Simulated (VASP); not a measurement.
Write the native input for VASP 6.6.1 that does the following.

* Task: relaxation of cell and atoms
* Functional: PBE
* Potentials or basis: VASP PAW PBE potentials, release 64 (Mg, Si, N)
* Cutoff: 600 eV
* k mesh: 12 × 12 × 4
* Occupations: gaussian, width 0.1 eV
* Spin: no spin polarisation
* Dipole correction: no
* Further INCAR settings: ALGO = Normal; EDIFF = 1e-06; IBRION = 2; EDIFFG = -0.01; NSW = 100; ISIF = 3

The structure of Mg2Si3N lies in POSCAR:

```
Mg2Si3N
1.0
    3.1728046906      0.0000000000      0.0000000000
   -1.5864023453      2.7477294633      0.0000000000
    0.0000000000      0.0000000000     10.3211725542
Mg Si N
2 3 1
Direct
    0.6666666667      0.3333333333      0.8987635092
    0.3333333333      0.6666666667      0.1012364908
    0.3333333333      0.6666666667      0.6693327317
    0.0000000000      0.0000000000      0.5000000000
    0.6666666667      0.3333333333      0.3306672683
    0.0000000000      0.0000000000      0.0000000000
```

The input as run:

INCAR

```
PREC = Accurate ; ENCUT = 600
EDIFF = 1E-6 ; ISMEAR = 0
SIGMA = 0.1 ; LREAL = False
LASPH = True ; NELM = 60
ALGO = Normal ; ISIF = 3
LWAVE = False ; LCHARG = False
GGA = PE ; IBRION = 2
NSW = 100 ; EDIFFG = -0.01
```

KPOINTS

```
regular mesh
0
Gamma
  12 12 4
```

Potentials or basis: VASP PAW PBE potentials, release 64 (Mg, Si, N).

The run is started by

```sh
$ cat potpaw_PBE.64/Mg/POTCAR potpaw_PBE.64/Si/POTCAR potpaw_PBE.64/N/POTCAR > POTCAR
$ mpirun -np 1 vasp_std > vasp.out
```

Results of the run:

```yaml
Relaxed_volume: 15.22 Å³/atom
Relaxed_cell: a = 3.218 Å, b = 3.218 Å, c = 10.183 Å, α = 90.00°, β = 90.00°, γ = 120.00°
Space_group_after_relaxing_to_0.1_Å: P-3m1 (No. 164)
Energy_gained_by_relaxing: 5.6 meV/atom
Ionic_steps: 7
Pressure_after_relaxing: 0.0 GPa
Largest_force_after_relaxing: 0.005 eV/Å
Band_gap_on_the_k_mesh: zero (an odd number of electrons rules out a gap without spin polarisation)
```

Run time: 12 min on 1 thread of Intel Xeon 8259CL (shared host), peak memory 0.34 GiB.
